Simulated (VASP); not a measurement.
# SnP2 (P4_2/mnm) in VASP: a series of runs

Runs on SnP2. Level: r2SCAN. Tasks: single point.

Everything below comes from runs of VASP 6.6.1. Logs are shortened: lines on timing, memory, paths and dates and some standing lists are left out, and cuts for length are marked.

### Step 1. The cell of the first run

It takes space group P4_2/mnm (No. 136, tetragonal). Conventional cell: a = 6.052 Å, b = 6.052 Å, c = 4.030 Å, α = 90.00°, β = 90.00°, γ = 90.00°. Within 3.4 Å of Sn (site symmetry mmm) lie 6 P at 2.61 to 2.62 Å. Within 3.4 Å of P (site symmetry m2m) lie 3 Sn at 2.61 to 2.62 Å and 1 P at 3.31 Å.

### Step 2. Single point, r2SCAN

POSCAR reads:

```
SnP2
1.0
    6.0522270756      0.0000000000      0.0000000000
    0.0000000000      6.0522270756      0.0000000000
    0.0000000000      0.0000000000      4.0303426124
Sn P
2 4
Direct
    0.0000000000      0.0000000000      0.0000000000
    0.5000000000      0.5000000000      0.5000000000
    0.3063856205      0.3063856205      0.0000000000
    0.1936143795      0.8063856205      0.5000000000
    0.6936143795      0.6936143795      0.0000000000
    0.8063856205      0.1936143795      0.5000000000
```

INCAR.step1 reads:

```
PREC     = Accurate       # precision mode
ENCUT    = 520            # plane-wave cutoff, eV
ISMEAR   = 0              # smearing method
SIGMA    = 0.1            # smearing width, eV
LREAL    = F              # projectors in reciprocal space
LASPH    = T              # aspherical terms in the spheres
NELM     = 100            # most SCF steps
NBANDS   = 33             # bands
GGA      = PE             # functional
ALGO     = Normal         # electronic algorithm
EDIFF    = 1E-4           # SCF threshold, eV
LWAVE    = T              # write WAVECAR
LCHARG   = F              # write CHGCAR
```

INCAR.step2 reads:

```
PREC     = Accurate       # precision mode
ENCUT    = 520            # plane-wave cutoff, eV
EDIFF    = 1E-6           # SCF threshold, eV
ISMEAR   = 0              # smearing method
SIGMA    = 0.1            # smearing width, eV
LREAL    = F              # projectors in reciprocal space
LASPH    = T              # aspherical terms in the spheres
NELM     = 100            # most SCF steps
ALGO     = Normal         # electronic algorithm
ISIF     = 2              # what is computed and relaxed
LWAVE    = F              # write WAVECAR
LCHARG   = F              # write CHGCAR
METAGGA  = R2SCAN         # meta-GGA
LMIXTAU  = T            
NBANDS   = 33             # bands
ISTART   = 1
```

KPOINTS reads:

```
Automatic mesh
0
Gamma
  6 6 10
```

Potentials or basis: VASP PAW PBE potentials, release 64 (Sn_d, P).

On the command line:

```bash
> cat potpaw_PBE.64/Sn_d/POTCAR potpaw_PBE.64/P/POTCAR > POTCAR
> cp INCAR.step1 INCAR
> mpirun -np 1 vasp_std > vasp.out
> cp INCAR.step2 INCAR
> mpirun -np 1 vasp_std > vasp.out
```

OUTCAR:

```text
PREC = Accurate
   ENCUT = 520
   EDIFF = 1E-6
   ISMEAR = 0
   LREAL = F
   LASPH = T
   NELM = 100
   ISIF = 2
   METAGGA = R2SCAN
   ISTART = 1

 ion  position               nearest neighbor table
   1  0.000  0.000  0.000-   4 2.61   6 2.61   4 2.61   6 2.61   5 2.62   3 2.62
   2  0.500  0.500  0.500-   3 2.61   5 2.61   3 2.61   5 2.61   4 2.62   6 2.62
   3  0.306  0.306  0.000-   2 2.61   2 2.61   1 2.62
   4  0.194  0.806  0.500-   1 2.61   1 2.61   2 2.62
   5  0.694  0.694  0.000-   2 2.61   2 2.61   1 2.62
   6  0.806  0.194  0.500-   1 2.61   1 2.61   2 2.62

  LATTYP: Found a simple tetragonal cell.
 ALAT       =     6.0522270756
 C/A-ratio  =     0.6659271971

  Lattice vectors:

 A1 = (   6.0522270756,   0.0000000000,   0.0000000000)
 A2 = (   0.0000000000,   6.0522270756,   0.0000000000)
 A3 = (   0.0000000000,   0.0000000000,   4.0303426124)

Analysis of symmetry for initial positions (statically):
=====================================================================
 Subroutine PRICEL returns:
 Original cell was already a primitive cell.

 Routine SETGRP: Setting up the symmetry group for a
 simple tetragonal supercell.

 Subroutine GETGRP returns: Found 16 space group operations
 (whereof  8 operations were pure point group operations)
 out of a pool of 16 trial point group operations.

The static configuration has the point symmetry D_2h.
 The point group associated with its full space group is D_4h.

Analysis of symmetry for dynamics (positions and initial velocities):
=====================================================================
 Subroutine PRICEL returns:
 Original cell was already a primitive cell.

 Routine SETGRP: Setting up the symmetry group for a
 simple tetragonal supercell.

 Subroutine GETGRP returns: Found 16 space group operations
 (whereof  8 operations were pure point group operations)
 out of a pool of 16 trial point group operations.

The dynamic configuration has the point symmetry D_2h.
 The point group associated with its full space group is D_4h.

 Subroutine INISYM returns: Found 16 space group operations
 (whereof  8 operations are pure point group operations),
 and found     1 'primitive' translations

----------------------------------------------------------------------------------------

                                     Primitive cell

  volume of cell :     147.6292

  direct lattice vectors                    reciprocal lattice vectors
     6.052227076  0.000000000  0.000000000     0.165228434  0.000000000  0.000000000
     0.000000000  6.052227076  0.000000000     0.000000000  0.165228434  0.000000000
     0.000000000  0.000000000  4.030342612     0.000000000  0.000000000  0.248117864

  length of vectors
     6.052227076  6.052227076  4.030342612     0.165228434  0.165228434  0.248117864

  position of ions in fractional coordinates (direct lattice)
     0.000000000  0.000000000  0.000000000
     0.500000000  0.500000000  0.500000000
     0.306385621  0.306385621  0.000000000
     0.193614379  0.806385621  0.500000000
     0.693614379  0.693614379  0.000000000
     0.806385621  0.193614379  0.500000000

  ion indices of the primitive-cell ions
   primitive index   ion index
                 1           1
                 2           2
                 3           3
                 4           4
                 5           5
                 6           6

----------------------------------------------------------------------------------------

 KPOINTS: Automatic mesh

Automatic generation of k-mesh.
 Grid dimensions read from file:
 generate k-points for:    6    6   10

 Generating k-lattice:

  Cartesian coordinates                     Fractional coordinates (reciprocal lattice)
     0.027538072  0.000000000  0.000000000     0.166666667  0.000000000  0.000000000
     0.000000000  0.027538072  0.000000000     0.000000000  0.166666667  0.000000000
     0.000000000  0.000000000  0.024811786     0.000000000  0.000000000  0.100000000

  Length of vectors
     0.027538072  0.027538072  0.024811786

  Shift w.r.t. Gamma in fractional coordinates (k-lattice)
     0.000000000  0.000000000  0.000000000

 Subroutine IBZKPT returns following result:
 ===========================================

 Found     60 irreducible k-points:

 Following reciprocal coordinates:
            Coordinates               Weight
  0.000000  0.000000  0.000000      1.000000
  0.166667  0.000000  0.000000      4.000000
  0.333333  0.000000  0.000000      4.000000
  0.500000  0.000000  0.000000      2.000000
  0.166667  0.166667  0.000000      4.000000
  0.333333  0.166667  0.000000      8.000000
[... 16 lines left out ...]
  0.333333  0.000000  0.200000      8.000000
  0.500000  0.000000  0.200000      4.000000
 [... further k-points ...]
   k-points           NKPTS =     60   k-points in BZ     NKDIM =     60   number of bands    NBANDS=     33
   number of dos      NEDOS =    301   number of ions     NIONS =      6
   total plane-waves  NPLWV =  69120
   dimension x,y,z NGX =    48 NGY =   48 NGZ =   30
   dimension x,y,z NGXF=    96 NGYF=   96 NGZF=   60
   ions per type =               2   4
   NGX,Y,Z   is equivalent  to a cutoff of  13.18, 13.18, 12.37 a.u.
   NGXF,Y,Z  is equivalent  to a cutoff of  26.37, 26.37, 24.75 a.u.
 SYSTEM =  unknown system
   PREC   = accura    normal or accurate (medium, high low for compatibility)
   ISTART =      1    job   : 0-new  1-cont  2-samecut
   ICHARG =      0    charge: 1-file 2-atom 10-const
   ISPIN  =      1    spin polarized calculation?
   LNONCOLLINEAR =      F non collinear calculations
   LSORBIT =      F    spin-orbit coupling
   LASPH  =      T    aspherical Exc in radial PAW
   ENCUT  =  520.0 eV  38.22 Ry    6.18 a.u.  11.25 11.25  7.49*2*pi/ulx,y,z
   NELM   =    100;   NELMIN=  2; NELMDL=  0     # of ELM steps
   EDIFF  = 0.1E-05   stopping-criterion for ELM
   LREAL  =      F    real-space projection
   EDIFFG = 0.1E-04   stopping-criterion for IOM
   NSW    =      0    number of steps for IOM
   IBRION =     -1    ionic relax: 0-MD 1-quasi-New 2-CG
   NFREE  =      0    steps in history (QN), initial steepest desc. (CG)
   ISIF   =      2    stress and relaxation
   ISYM   =      2    0-nonsym 1-usesym 2-fastsym
   POTIM  = 0.5000    time-step for ionic-motion
   TEBEG  =    0.0;   TEEND  =   0.0 temperature during run
   PSTRESS=    0.0 pullay stress
   NELECT =      48.0000    total number of electrons
   NUPDOWN=      -1.0000    fix difference up-down
   EMIN   =  10.00;   EMAX   =-10.00  energy-range for DOS
   EFERMI =   0.00;   METHOD = LEGACY
   ISMEAR =     0;   SIGMA  =   0.10  broadening in eV -4-tet -1-fermi 0-gaus
   EFERMI_NEDOS =   21; number of points for ismear=-14 and -15
   IALGO  =     38    algorithm
   IMIX   =      4    mixing-type and parameters
     AMIX     =   0.40;   BMIX     =  1.00
     AMIX_MAG =   1.60;   BMIX_MAG =  1.00
  volume/ion in A,a.u.               =      24.60       166.04
  Fermi-wavevector in a.u.,A,eV,Ry     =   1.125722  2.127306 17.241980  1.267250
  Thomas-Fermi vector in A             =   2.262400
   LORBIT       =      0    0 simple, 1 ext, 2 COOP (PROOUT), +10 PAW based schemes
   METAGGA = R2SCAN    functional components
   LHFCALC =     F    Hartree Fock is set to
   AEXX    =    0.0000 exact exchange contribution
   IVDW    =     0    specifies the selected vdW correction
   LEPSILON=     F    determine dielectric tensor
   LRPA    =     F    only Hartree local field effects (RPA)
 non-spin polarized calculation
 Gauss-broadening in eV      SIGMA  =   0.10
  energy-cutoff  :      520.00
  volume of cell :      147.63
 maximum number of plane-waves:      4015
 NGX is ok and might be reduce to    48
   NGX = 23   NGY = 23   NGZ = 15

 number of electron      48.0000022 magnetization

 Free energy of the ion-electron system (eV)
  ---------------------------------------------------
  ext. energy  EPLUGINS =         0.00000000
  ---------------------------------------------------
  free energy    TOTEN  =       -80.56979655 eV

  energy without entropy =      -80.53712025  energy(sigma->0) =      -80.55345840

 E-fermi :   4.9249     XC(G=0):  -9.9688

 val. band max:        4.9154633689   @ k =   0.5000   0.5000   0.3000
 cond. band min:       4.9337726242   @ k =   0.3333   0.1667   0.2000
 fundamental gap:      0.0183092553
 Fermi energy:         4.9248908707

 k-point     1 :       0.0000    0.0000    0.0000
  band No.  band energies     occupation
      1     -17.2238      2.00000
      2     -17.1946      2.00000
      3     -17.1470      2.00000
      4     -17.1470      2.00000
      5     -17.0818      2.00000
      6     -17.0763      2.00000
[... 25 lines left out ...]
     32      11.1460      0.00000
     33      12.3172      0.00000

 k-point     2 :       0.1667    0.0000    0.0000
  band No.  band energies     occupation
      1     -17.2218      2.00000
      2     -17.1965      2.00000
      3     -17.1469      2.00000
      4     -17.1469      2.00000
      5     -17.0815      2.00000
      6     -17.0767      2.00000
[... 25 lines left out ...]
     32      10.9506      0.00000
     33      11.5993      0.00000

 k-point     3 :       0.3333    0.0000    0.0000
  band No.  band energies     occupation
      1     -17.2165      2.00000
      2     -17.2019      2.00000
      3     -17.1469      2.00000
      4     -17.1469      2.00000
      5     -17.0806      2.00000
      6     -17.0778      2.00000
[... 25 lines left out ...]
     32      10.0386      0.00000
     33      10.3374      0.00000

 k-point     4 :       0.5000    0.0000    0.0000
  band No.  band energies     occupation
      1     -17.2092      2.00000
      2     -17.2092      2.00000
      3     -17.1468      2.00000
      4     -17.1468      2.00000
      5     -17.0792      2.00000
      6     -17.0792      2.00000
[... 25 lines left out ...]
     32       9.6250      0.00000
     33       9.9314      0.00000

 k-point     5 :       0.1667    0.1667    0.0000
  band No.  band energies     occupation
      1     -17.2202      2.00000
      2     -17.1982      2.00000
      3     -17.1470      2.00000
      4     -17.1469      2.00000
      5     -17.0812      2.00000
      6     -17.0771      2.00000
[... 604 lines left out ...]
 k-point    22 :       0.1667    0.0000    0.2000
  band No.  band energies     occupation
      1     -17.2108      2.00000
      2     -17.1898      2.00000
      3     -17.1578      2.00000
      4     -17.1576      2.00000
      5     -17.0746      2.00000
      6     -17.0725      2.00000
[... 25 lines left out ...]
     32      10.6625      0.00000
     33      11.5218      0.00000

 k-point    23 :       0.3333    0.0000    0.2000
  band No.  band energies     occupation
      1     -17.2070      2.00000
      2     -17.1951      2.00000
      3     -17.1572      2.00000
      4     -17.1569      2.00000
      5     -17.0737      2.00000
      6     -17.0724      2.00000
[... 25 lines left out ...]
     32      10.6117      0.00000
     33      10.8564      0.00000

 k-point    24 :       0.5000    0.0000    0.2000
  band No.  band energies     occupation
      1     -17.2014      2.00000
      2     -17.2014      2.00000
      3     -17.1567      2.00000
      4     -17.1567      2.00000
      5     -17.0727      2.00000
      6     -17.0727      2.00000
[... 25 lines left out ...]
     32       9.9641      0.00000
     33      10.8597      0.00000

 [... further k-points ...]
[... 5 lines left out ...]
  --------------------------------------------------------------------------------------
  -------------------------------------------------------------------------------------
  Total       -0.0939139     -0.0939139     -0.0649766     -0.0000000      0.0000000      0.0000000
  in kB       -1.0192207     -1.0192207     -0.7051716     -0.0000000      0.0000000      0.0000000
  external PRESSURE =      -0.9145377 kB  Pullay stress =       0.0000000 kB

 VOLUME and BASIS-vectors are now :
 -----------------------------------------------------------------------------
  energy-cutoff  :      520.00
  volume of cell :      147.63
      direct lattice vectors                 reciprocal lattice vectors
     6.052227076  0.000000000  0.000000000     0.165228434  0.000000000  0.000000000
     0.000000000  6.052227076  0.000000000     0.000000000  0.165228434  0.000000000
     0.000000000  0.000000000  4.030342612     0.000000000  0.000000000  0.248117864

 POSITION                                       TOTAL-FORCE (eV/Angst)
 -----------------------------------------------------------------------------------
      0.00000      0.00000      0.00000         0.000000      0.000000      0.000000
      3.02611      3.02611      2.01517         0.000000      0.000000      0.000000
      1.85432      1.85432      0.00000        -0.000196     -0.000196      0.000000
      1.17180      4.88043      2.01517         0.000196     -0.000196      0.000000
      4.19791      4.19791      0.00000         0.000196      0.000196      0.000000
      4.88043      1.17180      2.01517        -0.000196      0.000196      0.000000
 -----------------------------------------------------------------------------------
    total drift:                               -0.000000     -0.000000     -0.000000

  FREE ENERGIE OF THE ION-ELECTRON SYSTEM (eV)
  ---------------------------------------------------
  free  energy   TOTEN  =       -80.5697965466 eV

  energy  without entropy=      -80.5371202451  energy(sigma->0) =      -80.55345840
```

It took 7.8 min on 1 thread of Intel Xeon Platinum 8559C (Emerald Rapids), shared host; peak memory 0.42 GiB.

Results:

```
Free energy            : -80.5698 eV
Pressure               : -0.1 GPa
Band gap on the k mesh : zero (band 24 reaches 5.60 eV, above the bottom of band 25 at 4.15 eV)
```

Caveat: the PAW data sets were made with another functional, which shifts forces and pressure a little; spin-orbit coupling is left out, which moves the levels of the heavy elements.

### Step 3. Single point, r2SCAN

This run uses another cell than the first one, of 21.33 Å³/atom, 0.867 times its volume.

POSCAR reads:

```
SnP2
1.0
    5.8348629084      0.0000000000      0.0000000000
    0.0000000000      5.8348629084      0.0000000000
    0.0000000000      0.0000000000      3.7582410418
Sn P
2 4
Direct
    0.0000000000      0.0000000000      0.0000000000
    0.5000000000      0.5000000000      0.5000000000
    0.3060000000      0.3060000000      0.0000000000
    0.1940000000      0.8060000000      0.5000000000
    0.6940000000      0.6940000000      0.0000000000
    0.8060000000      0.1940000000      0.5000000000
```

INCAR.step1 reads:

```
PREC = Accurate
ENCUT = 520
ISMEAR = 0
SIGMA = 0.1
LREAL = False
LASPH = True
NELM = 100
NBANDS = 33
GGA = PE
ALGO = Normal
EDIFF = 1E-4
LWAVE = True
LCHARG = False
```

INCAR.step2 reads:

```
PREC = Accurate
ENCUT = 520
EDIFF = 1E-7
ISMEAR = 0
SIGMA = 0.1
LREAL = False
LASPH = True
NELM = 100
ALGO = Normal
ISIF = 2
LWAVE = False
LCHARG = True
METAGGA = R2SCAN
LMIXTAU = True
LELF = True
LVHAR = True
NBANDS = 33
ISTART = 1
```

KPOINTS reads:

```
regular mesh
0
Gamma
  4 4 6
```

Potentials or basis: VASP PAW PBE potentials, release 64 (Sn_d, P).

On the command line:

```bash
> cat potpaw_PBE.64/Sn_d/POTCAR potpaw_PBE.64/P/POTCAR > POTCAR
> cp INCAR.step1 INCAR
> mpirun -np 1 vasp_std > vasp.out
> cp INCAR.step2 INCAR
> mpirun -np 1 vasp_std > vasp.out
```

Wall time 3.1 min (1 thread of Intel Xeon Platinum 8559C (Emerald Rapids), shared host); peak memory 0.29 GiB.

Results (log left out):

- Free energy: -79.7931 eV
- Pressure: 13.7 GPa
- Largest force: 0.528 eV/Å
- Band gap on the k mesh: zero (band 24 reaches 7.34 eV, above the bottom of band 25 at 5.48 eV)

Forces in eV/Å, atoms in the order of the input:
```
Sn   0.000  0.000  0.000
Sn   0.000  0.000  0.000
P   -0.373 -0.373  0.000
P    0.373 -0.373  0.000
P    0.373  0.373  0.000
P   -0.373  0.373  0.000
```

Stress tensor (GPa, compression positive):
```
12.46  0.00  0.00
 0.00 12.46  0.00
 0.00  0.00 16.13
```

Levels at points of the mesh, in eV from the Fermi level:
| k point | band 20 | band 21 | band 22 | band 23 | band 24 | band 25 | band 26 | band 27 | band 28 | band 29 |
| --- | --- | --- | --- | --- | --- | --- | --- | --- | --- | --- |
| (0.00, 0.00, 0.00) | -2.07 | -1.53 | -0.02 | -0.02 | 0.82 | 0.83 | 0.83 | 1.73 | 1.83 | 3.90 |
| (0.50, 0.00, 0.00) | -2.23 | -1.67 | -1.67 | 0.22 | 0.22 | 0.74 | 0.74 | 2.73 | 2.73 | 4.09 |
| (0.50, 0.50, 0.00) | -2.75 | -1.03 | -1.03 | -0.49 | -0.49 | -0.22 | -0.22 | 2.11 | 2.11 | 4.72 |
| (0.00, 0.00, 0.50) | -2.98 | -2.40 | -2.40 | -1.50 | -1.50 | -1.04 | -1.04 | 2.17 | 2.17 | 7.35 |
| (0.50, 0.00, 0.50) | -4.46 | -2.02 | -2.02 | -0.27 | -0.27 | 0.63 | 0.63 | 3.56 | 3.56 | 4.15 |
| (0.50, 0.50, 0.50) | -2.13 | -2.06 | -2.06 | -0.32 | -0.32 | 0.05 | 0.05 | 2.06 | 2.06 | 5.07 |

Caveat: the PAW data sets were made with another functional, which shifts forces and pressure a little; spin-orbit coupling is left out, which moves the levels of the heavy elements.
